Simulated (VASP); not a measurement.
# Ag (Im-3m) in VASP: further runs

The runs below take Ag through single point, relaxation of cell and atoms, with BLYP+D4, PBE, revPBE+D3(BJ), revPBE+D4, BLYP+D3(BJ).

Everything below comes from runs of VASP 6.6.1. Logs are shortened: lines on timing, memory, paths and dates and some standing lists are left out, and cuts for length are marked.

## (1) The cell of the first run

The structure is cubic, space group Im-3m (No. 229). Conventional cell: a = 3.274 Å, b = 3.274 Å, c = 3.274 Å, α = 90.00°, β = 90.00°, γ = 90.00°. Within 3.7 Å of Ag (site symmetry m-3m) lie 14 Ag at 2.84 to 3.27 Å.

## (2) Single point, BLYP+D4

Input file INCAR:

```
SYSTEM = Ag
PREC     = Accurate       ! precision mode
ENCUT    = 520            ! plane-wave cutoff, eV
EDIFF    = 1E-7           ! SCF threshold, eV
ISMEAR   = -1             ! smearing method
SIGMA    = 0.05           ! smearing width, eV
LREAL    = .False.        ! projectors in reciprocal space
LASPH    = .True.         ! aspherical terms in the spheres
NELM     = 60             ! most SCF steps
ALGO     = Normal         ! electronic algorithm
ISIF     = 2              ! what is computed and relaxed
LWAVE    = .False.        ! write WAVECAR
LCHARG   = .False.        ! write CHGCAR
GGA      = B5             ! functional
ALDAX    = 1.0          
AGGAX    = 1.0          
AGGAC    = 1.0          
ALDAC    = 0.0          
IVDW     = 13             ! dispersion correction
VDW_S6   = 1.0          
VDW_S8   = 2.34076671   
VDW_A1   = 0.44488865   
VDW_A2   = 4.0933009    
NBANDS   = 12             ! bands
```

Input file KPOINTS:

```
Automatic mesh
0
Gamma
  11 11 11
  0 0 0
```

Input file POSCAR:

```
Ag
1.0
   -1.6368838798      1.6368838798      1.6368838798
    1.6368838798     -1.6368838798      1.6368838798
    1.6368838798      1.6368838798     -1.6368838798
Ag
1
Direct
    0.0000000000      0.0000000000      0.0000000000
```

Potentials or basis: VASP PAW PBE potentials, release 64 (Ag).

On the command line:

```
$ cat potpaw_PBE.64/Ag/POTCAR > POTCAR
$ mpirun -np 1 vasp_std > vasp.out
```

OUTCAR:

```text
SYSTEM = Ag
   PREC = Accurate
   ENCUT = 520
   EDIFF = 1E-7
   ISMEAR = -1
   LREAL = .False.
   LASPH = .True.
   NELM = 60
   ISIF = 2
   GGA = B5
   IVDW = 13

 ion  position               nearest neighbor table
   1  0.000  0.000  0.000-

  LATTYP: Found a body centered cubic cell.
 ALAT       =     3.2737677596

  Lattice vectors:

 A1 = (  -1.6368838798,   1.6368838798,   1.6368838798)
 A2 = (   1.6368838798,  -1.6368838798,   1.6368838798)
 A3 = (   1.6368838798,   1.6368838798,  -1.6368838798)

Analysis of symmetry for initial positions (statically):
=====================================================================
 Subroutine PRICEL returns:
 Original cell was already a primitive cell.

 Routine SETGRP: Setting up the symmetry group for a
 body centered cubic supercell.

 Subroutine GETGRP returns: Found 48 space group operations
[... 9 lines left out ...]

 Routine SETGRP: Setting up the symmetry group for a
 body centered cubic supercell.

 Subroutine GETGRP returns: Found 48 space group operations
[... 11 lines left out ...]
                                     Primitive cell

  volume of cell :      17.5434

  direct lattice vectors                    reciprocal lattice vectors
    -1.636883880  1.636883880  1.636883880     0.000000000  0.305458442  0.305458442
     1.636883880 -1.636883880  1.636883880     0.305458442  0.000000000  0.305458442
     1.636883880  1.636883880 -1.636883880     0.305458442  0.305458442  0.000000000

  length of vectors
     2.835166046  2.835166046  2.835166046     0.431983472  0.431983472  0.431983472

  position of ions in fractional coordinates (direct lattice)
     0.000000000  0.000000000  0.000000000

  ion indices of the primitive-cell ions
   primitive index   ion index
                 1           1

----------------------------------------------------------------------------------------

 KPOINTS: Automatic mesh

Automatic generation of k-mesh.
 Grid dimensions read from file:
 generate k-points for:   11   11   11

 Generating k-lattice:

  Cartesian coordinates                     Fractional coordinates (reciprocal lattice)
     0.000000000  0.027768949  0.027768949     0.090909091  0.000000000  0.000000000
     0.027768949  0.000000000  0.027768949     0.000000000  0.090909091  0.000000000
     0.027768949  0.027768949  0.000000000     0.000000000  0.000000000  0.090909091

  Length of vectors
     0.039271225  0.039271225  0.039271225

  Shift w.r.t. Gamma in fractional coordinates (k-lattice)
     0.000000000  0.000000000  0.000000000

 Subroutine IBZKPT returns following result:
 ===========================================

 Found     56 irreducible k-points:

 Following reciprocal coordinates:
            Coordinates               Weight
  0.000000  0.000000  0.000000      1.000000
  0.090909  0.000000  0.000000     12.000000
  0.181818  0.000000  0.000000     12.000000
  0.272727  0.000000  0.000000     12.000000
  0.363636  0.000000  0.000000     12.000000
  0.454545  0.000000  0.000000     12.000000
[... 16 lines left out ...]
  0.272727  0.181818  0.090909     48.000000
  0.363636  0.181818  0.090909     24.000000
 [... further k-points ...]
   k-points           NKPTS =     56   k-points in BZ     NKDIM =     56   number of bands    NBANDS=     12
   number of dos      NEDOS =    301   number of ions     NIONS =      1
   total plane-waves  NPLWV =  13824
   dimension x,y,z NGX =    24 NGY =   24 NGZ =   24
   dimension x,y,z NGXF=    48 NGYF=   48 NGZF=   48
   ions per type =               1
   NGX,Y,Z   is equivalent  to a cutoff of  14.07, 14.07, 14.07 a.u.
   NGXF,Y,Z  is equivalent  to a cutoff of  28.15, 28.15, 28.15 a.u.
 SYSTEM =  Ag
   PREC   = accura    normal or accurate (medium, high low for compatibility)
   ISTART =      0    job   : 0-new  1-cont  2-samecut
   ICHARG =      2    charge: 1-file 2-atom 10-const
   ISPIN  =      1    spin polarized calculation?
   LNONCOLLINEAR =      F non collinear calculations
   LSORBIT =      F    spin-orbit coupling
   LASPH  =      T    aspherical Exc in radial PAW
   ENCUT  =  520.0 eV  38.22 Ry    6.18 a.u.   5.27  5.27  5.27*2*pi/ulx,y,z
   NELM   =     60;   NELMIN=  2; NELMDL= -5     # of ELM steps
   EDIFF  = 0.1E-06   stopping-criterion for ELM
   LREAL  =      F    real-space projection
   EDIFFG = 0.1E-05   stopping-criterion for IOM
   NSW    =      0    number of steps for IOM
   IBRION =     -1    ionic relax: 0-MD 1-quasi-New 2-CG
   NFREE  =      0    steps in history (QN), initial steepest desc. (CG)
   ISIF   =      2    stress and relaxation
   ISYM   =      2    0-nonsym 1-usesym 2-fastsym
   POTIM  = 0.5000    time-step for ionic-motion
   TEBEG  =    0.0;   TEEND  =   0.0 temperature during run
   PSTRESS=    0.0 pullay stress
   NELECT =      11.0000    total number of electrons
   NUPDOWN=      -1.0000    fix difference up-down
   EMIN   =  10.00;   EMAX   =-10.00  energy-range for DOS
   EFERMI =   0.00;   METHOD = LEGACY
   ISMEAR =    -1;   SIGMA  =   0.05  broadening in eV -4-tet -1-fermi 0-gaus
   EFERMI_NEDOS =   21; number of points for ismear=-14 and -15
   IALGO  =     38    algorithm
   IMIX   =      4    mixing-type and parameters
     AMIX     =   0.40;   BMIX     =  1.00
     AMIX_MAG =   1.60;   BMIX_MAG =  1.00
  volume/ion in A,a.u.               =      17.54       118.39
  Fermi-wavevector in a.u.,A,eV,Ry     =   1.401203  2.647891 26.713285  1.963371
  Thomas-Fermi vector in A             =   2.524088
   LORBIT       =      0    0 simple, 1 ext, 2 COOP (PROOUT), +10 PAW based schemes
   GGA     = B5    functional components
   LHFCALC =     F    Hartree Fock is set to
   AEXX    =    0.0000 exact exchange contribution
   IVDW    =    13    specifies the selected vdW correction
   LEPSILON=     F    determine dielectric tensor
   LRPA    =     F    only Hartree local field effects (RPA)
 non-spin polarized calculation
  energy-cutoff  :      520.00
  volume of cell :       17.54
 maximum number of plane-waves:       482
 NGX is ok and might be reduce to    24
   NGX = 11   NGY = 11   NGZ = 11

 number of electron      11.0000004 magnetization

 Free energy of the ion-electron system (eV)
  ---------------------------------------------------
  ext. energy  EPLUGINS =         0.00000000
  ---------------------------------------------------
  free energy    TOTEN  =        -2.02726254 eV

  energy without entropy =       -2.02393449  energy(sigma->0) =       -2.02559851

 E-fermi :   8.5937     XC(G=0): -11.4650

 val. band max:        8.5670000306   @ k =  -0.3636   0.4545   0.0909
 cond. band min:       8.8104372090   @ k =  -0.4545   0.4545   0.0909
 fundamental gap:      0.2434371784
 Fermi energy:         8.5937278392

 k-point     1 :       0.0000    0.0000    0.0000
  band No.  band energies     occupation
      1       1.0706      2.00000
      2       3.6528      2.00000
      3       3.6528      2.00000
      4       3.6528      2.00000
      5       4.9345      2.00000
      6       4.9345      2.00000
      7      26.6821      0.00000
      8      26.6821      0.00000
      9      26.6821      0.00000
     10      32.0389      0.00000
     11      32.0389      0.00000
     12      32.0389      0.00000

 k-point     2 :       0.0909    0.0000    0.0000
  band No.  band energies     occupation
      1       1.3349      2.00000
      2       3.5905      2.00000
      3       3.6660      2.00000
      4       3.8027      2.00000
      5       4.8693      2.00000
      6       4.9390      2.00000
      7      25.9272      0.00000
      8      26.5478      0.00000
      9      26.8567      0.00000
     10      30.0782      0.00000
     11      30.2789      0.00000
     12      30.6132      0.00000

 k-point     3 :       0.1818    0.0000    0.0000
  band No.  band energies     occupation
      1       2.0144      2.00000
      2       3.4269      2.00000
      3       3.7668      2.00000
      4       4.2240      2.00000
      5       4.7606      2.00000
      6       4.9543      2.00000
      7      23.1840      0.00000
      8      25.5072      0.00000
      9      27.3018      0.00000
     10      28.1496      0.00000
     11      29.0085      0.00000
     12      30.0661      0.00000

 k-point     4 :       0.2727    0.0000    0.0000
  band No.  band energies     occupation
      1       2.4950      2.00000
      2       3.2203      2.00000
      3       4.4973      2.00000
      4       4.7437      2.00000
      5       4.8264      2.00000
      6       4.9822      2.00000
      7      19.5461      0.00000
      8      23.9549      0.00000
      9      25.7638      0.00000
     10      27.8286      0.00000
     11      28.9730      0.00000
     12      31.5072      0.00000

 k-point     5 :       0.3636    0.0000    0.0000
  band No.  band energies     occupation
      1       2.4312      2.00000
      2       3.0375      2.00000
      3       4.8064      2.00000
      4       5.0160      2.00000
      5       5.4447      2.00000
      6       6.2197      2.00000
      7      15.9918      0.00000
      8      22.7201      0.00000
      9      23.8753      0.00000
     10      28.2530      0.00000
     11      29.2482      0.00000
     12      33.7159      0.00000
[... 228 lines left out ...]
      1       1.5940      2.00000
      2       3.6843      2.00000
      3       3.6843      2.00000
      4       3.8007      2.00000
      5       4.7156      2.00000
      6       5.0234      2.00000
      7      25.4837      0.00000
      8      26.7152      0.00000
      9      26.7152      0.00000
     10      27.8281      0.00000
     11      30.1761      0.00000
     12      30.1761      0.00000

 k-point    22 :       0.1818    0.1818    0.0909
  band No.  band energies     occupation
      1       2.9795      2.00000
      2       3.2198      2.00000
      3       3.7869      2.00000
      4       4.8794      2.00000
      5       5.0161      2.00000
      6       7.5292      2.00000
      7      18.0902      0.00000
      8      18.9236      0.00000
      9      20.9167      0.00000
     10      30.1075      0.00000
     11      33.9519      0.00000
     12      34.5794      0.00000

 k-point    23 :       0.2727    0.1818    0.0909
  band No.  band energies     occupation
      1       2.8736      2.00000
      2       3.1469      2.00000
      3       4.2016      2.00000
      4       4.9372      2.00000
      5       5.0709      2.00000
      6       9.5447      0.00000
      7      15.1197      0.00000
      8      17.7178      0.00000
      9      20.1792      0.00000
     10      30.8602      0.00000
     11      33.6750      0.00000
     12      34.9900      0.00000

 k-point    24 :       0.3636    0.1818    0.0909
  band No.  band energies     occupation
      1       2.8273      2.00000
      2       3.1089      2.00000
      3       4.3812      2.00000
      4       4.9739      2.00000
      5       5.0883      2.00000
      6      11.4249      0.00000
      7      12.8428      0.00000
      8      17.3584      0.00000
      9      19.9238      0.00000
     10      31.1049      0.00000
     11      33.5064      0.00000
     12      35.0164      0.00000

 [... further k-points ...]

------------------------ aborting loop because EDIFF is reached ----------------------------------------

  DFT-D4 for vdW energy calculation

  Edisp (eV):   -1.06117

  FORCE on cell =-STRESS in cart. coord.  units (eV):
  Direction    XX          YY          ZZ          XY          YZ          ZX
  --------------------------------------------------------------------------------------
  -------------------------------------------------------------------------------------
  Total       0.01629     0.01629     0.01629     0.00000     0.00000     0.00000
  in kB       1.48727     1.48727     1.48727     0.00000     0.00000     0.00000
  external pressure =        1.49 kB  Pullay stress =        0.00 kB

 VOLUME and BASIS-vectors are now :
 -----------------------------------------------------------------------------
  energy-cutoff  :      520.00
  volume of cell :       17.54
      direct lattice vectors                 reciprocal lattice vectors
    -1.636883880  1.636883880  1.636883880     0.000000000  0.305458442  0.305458442
     1.636883880 -1.636883880  1.636883880     0.305458442  0.000000000  0.305458442
     1.636883880  1.636883880 -1.636883880     0.305458442  0.305458442  0.000000000

 POSITION                                       TOTAL-FORCE (eV/Angst)
 -----------------------------------------------------------------------------------
      0.00000      0.00000      0.00000         0.000000      0.000000      0.000000
 -----------------------------------------------------------------------------------
    total drift:                               -0.000000      0.000000     -0.000000

  FREE ENERGIE OF THE ION-ELECTRON SYSTEM (eV)
  ---------------------------------------------------
  free  energy   TOTEN  =        -3.0884359432 eV

  energy  without entropy=       -3.0851078959  energy(sigma->0) =       -3.08677192
```

Run time: 16 s. Hardware: 1 thread of Intel Xeon 8259CL, shared host; peak memory 0.14 GiB.

What came out:

```
Free energy                : -3.0884 eV
Pressure                   : 0.1 GPa
Dispersion energy per atom : -1.061 eV
```

Caveat: the PAW data sets were made with another functional, which shifts forces and pressure a little; pairwise dispersion overbinds metals, which lowers pressure and volume.

(Part 1 of 3 ends here.)
